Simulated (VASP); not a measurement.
# In3B2 (R-3m) in VASP: notebook, part 2 of 2

VASP 6.6.1. Earlier steps stand in the parts before.

## (3) Single point, PBE

This run uses another cell than the first one, of 20.16 Å³/atom.

INCAR reads:

```
PREC = Accurate ; ENCUT = 520
EDIFF = 1E-6 ; ISMEAR = 0
SIGMA = 0.1 ; LREAL = F
LASPH = T ; NELM = 80
ALGO = Normal ; ISIF = 2
LWAVE = F ; LCHARG = T
GGA = PE ; LELF = T
LVHAR = T ; NBANDS = 30
```

KPOINTS reads:

```
regular mesh
0
Gamma
  6 6 6
```

POSCAR reads:

```
In3B2
1.0
    1.9245010300      1.1111111900      7.8567425500
   -1.9245010300      1.1111111900      7.8567425500
    0.0000000000     -2.2222223700      7.8567425500
In B
3 2
Direct
    0.6000000000      0.6000000000      0.6000000000
    0.0000000000      0.0000000000      0.0000000000
    0.4000000000      0.4000000000      0.4000000000
    0.8000000000      0.8000000000      0.8000000000
    0.2000000000      0.2000000000      0.2000000000
```

Potentials or basis: VASP PAW PBE potentials, release 64 (In_d, B).

The run is started by

```console
cat potpaw_PBE.64/In_d/POTCAR potpaw_PBE.64/B/POTCAR > POTCAR
mpirun -np 1 vasp_std > vasp.out
```

OUTCAR:

```text
PREC = Accurate
   ENCUT = 520
   EDIFF = 1E-6
   ISMEAR = 0
   LREAL = F
   LASPH = T
   NELM = 80
   ISIF = 2
   GGA = PE

 ion  position               nearest neighbor table
   1  0.600  0.600  0.600-   5 2.72   2 2.72   5 2.72   5 2.72   2 2.72   2 2.72   3 3.85   3 3.85
                             3 3.85
   2  0.000  0.000  0.000-   1 2.72   3 2.72   1 2.72   1 2.72   3 2.72   3 2.72
   3  0.400  0.400  0.400-   2 2.72   4 2.72   2 2.72   2 2.72   4 2.72   4 2.72   1 3.85   1 3.85
                             1 3.85
   4  0.800  0.800  0.800-   3 2.72   3 2.72   3 2.72
   5  0.200  0.200  0.200-   1 2.72   1 2.72   1 2.72

  LATTYP: Found a trigonal (rhomboedric) cell.
 ALAT       =     8.1649663678
 COS(alpha) =     0.8888888889

  Lattice vectors:

 A1 = (   1.9245010300,   1.1111111900,   7.8567425500)
 A2 = (  -1.9245010300,   1.1111111900,   7.8567425500)
 A3 = (   0.0000000000,  -2.2222223700,   7.8567425500)

Analysis of symmetry for initial positions (statically):
=====================================================================
 Subroutine PRICEL returns:
 Original cell was already a primitive cell.

 Routine SETGRP: Setting up the symmetry group for a
 trigonal (rhombohedral) supercell.

 Subroutine GETGRP returns: Found 12 space group operations
 (whereof 12 operations were pure point group operations)
 out of a pool of 12 trial point group operations.

The static configuration has the point symmetry D_3d.

Analysis of symmetry for dynamics (positions and initial velocities):
=====================================================================
 Subroutine PRICEL returns:
 Original cell was already a primitive cell.

 Routine SETGRP: Setting up the symmetry group for a
 trigonal (rhombohedral) supercell.

 Subroutine GETGRP returns: Found 12 space group operations
[... 121 lines left out ...]
   NUPDOWN=      -1.0000    fix difference up-down
   EMIN   =  10.00;   EMAX   =-10.00  energy-range for DOS
   EFERMI =   0.00;   METHOD = LEGACY
   ISMEAR =     0;   SIGMA  =   0.10  broadening in eV -4-tet -1-fermi 0-gaus
   EFERMI_NEDOS =   21; number of points for ismear=-14 and -15
   IALGO  =     38    algorithm
   IMIX   =      4    mixing-type and parameters
     AMIX     =   0.40;   BMIX     =  1.00
     AMIX_MAG =   1.60;   BMIX_MAG =  1.00
  volume/ion in A,a.u.               =      20.16       136.05
  Fermi-wavevector in a.u.,A,eV,Ry     =   1.251188  2.364402 21.299527  1.565471
  Thomas-Fermi vector in A             =   2.385147
   LORBIT       =      0    0 simple, 1 ext, 2 COOP (PROOUT), +10 PAW based schemes
   GGA     = PE    functional components
   LHFCALC =     F    Hartree Fock is set to
   AEXX    =    0.0000 exact exchange contribution
   IVDW    =     0    specifies the selected vdW correction
   LEPSILON=     F    determine dielectric tensor
   LRPA    =     F    only Hartree local field effects (RPA)
 non-spin polarized calculation
 Gauss-broadening in eV      SIGMA  =   0.10
  energy-cutoff  :      520.00
  volume of cell :      100.80
 maximum number of plane-waves:      2745
 NGX is ok and might be reduce to    64
   NGX = 31   NGY = 31   NGZ = 31

 number of electron      45.0000001 magnetization

 Free energy of the ion-electron system (eV)
  ---------------------------------------------------
  ext. energy  EPLUGINS =         0.00000000
  ---------------------------------------------------
  free energy    TOTEN  =       -13.18285842 eV

  energy without entropy =      -13.16792414  energy(sigma->0) =      -13.17539128

 E-fermi :   6.2495     XC(G=0): -10.2228

 val. band max:        6.2443457988   @ k =  -0.3333   0.5000   0.3333
 cond. band min:       6.2511402672   @ k =  -0.1667   0.5000   0.1667
 fundamental gap:      0.0067944684
 Fermi energy:         6.2494829931

 k-point     1 :       0.0000    0.0000    0.0000
  band No.  band energies     occupation
      1      -9.3804      2.00000
      2      -9.3804      2.00000
      3      -9.0114      2.00000
      4      -8.9720      2.00000
      5      -8.9720      2.00000
      6      -8.4215      2.00000
[... 781 lines left out ...]
     29      11.8759      0.00000
     30      12.7198      0.00000

 [... further k-points ...]
[... 5 lines left out ...]
  --------------------------------------------------------------------------------------
  -------------------------------------------------------------------------------------
  Total        2.5992565      2.5992565      0.4018350     -0.0000000      0.0000000     -0.0000000
  in kB       41.3133374     41.3133374      6.3868829     -0.0000000      0.0000000     -0.0000000
  external PRESSURE =      29.6711859 kB  Pullay stress =       0.0000000 kB

 VOLUME and BASIS-vectors are now :
 -----------------------------------------------------------------------------
  energy-cutoff  :      520.00
  volume of cell :      100.80
      direct lattice vectors                 reciprocal lattice vectors
     1.924501030  1.111111190  7.856742550     0.259807603  0.149999990  0.042426404
    -1.924501030  1.111111190  7.856742550    -0.259807603  0.149999990  0.042426404
     0.000000000 -2.222222370  7.856742550     0.000000000 -0.299999980  0.042426404

 POSITION                                       TOTAL-FORCE (eV/Angst)
 -----------------------------------------------------------------------------------
      0.00000      0.00000     14.14214         0.000000     -0.000000     -3.455056
      0.00000      0.00000      0.00000         0.000000      0.000000     -0.000000
      0.00000      0.00000      9.42809         0.000000      0.000000      3.455056
      0.00000      0.00000     18.85618         0.000000      0.000000      0.872090
      0.00000      0.00000      4.71405         0.000000     -0.000000     -0.872090
 -----------------------------------------------------------------------------------
    total drift:                                0.000000     -0.000000     -0.000000

  FREE ENERGIE OF THE ION-ELECTRON SYSTEM (eV)
  ---------------------------------------------------
  free  energy   TOTEN  =       -13.1828584177 eV

  energy  without entropy=      -13.1679241434  energy(sigma->0) =      -13.17539128
```

Wall time 3.4 min (1 thread of Intel Xeon 6975P-C (Granite Rapids), shared host); peak memory 0.56 GiB.

Results:

```
Free energy            : -13.1829 eV
Pressure               : 3.0 GPa
Largest force          : 3.455 eV/Å
Band gap on the k mesh : zero (an odd number of electrons rules out a gap without spin polarisation)
```

Forces on the atoms (eV/Å):
```
In   0.000  0.000 -3.455
In   0.000  0.000  0.000
In   0.000  0.000  3.455
B    0.000  0.000  0.872
B    0.000  0.000 -0.872
```

Stress tensor (GPa, compression positive):
```
4.13 0.00 0.00
0.00 4.13 0.00
0.00 0.00 0.64
```

Caveat: spin-orbit coupling is left out, which moves the levels of the heavy elements; forces of over 1 eV/Å act on the atoms, so gaps and moduli don't describe the material at rest.

The gap in the log of VASP goes by the Fermi energy; the results here count the filled bands.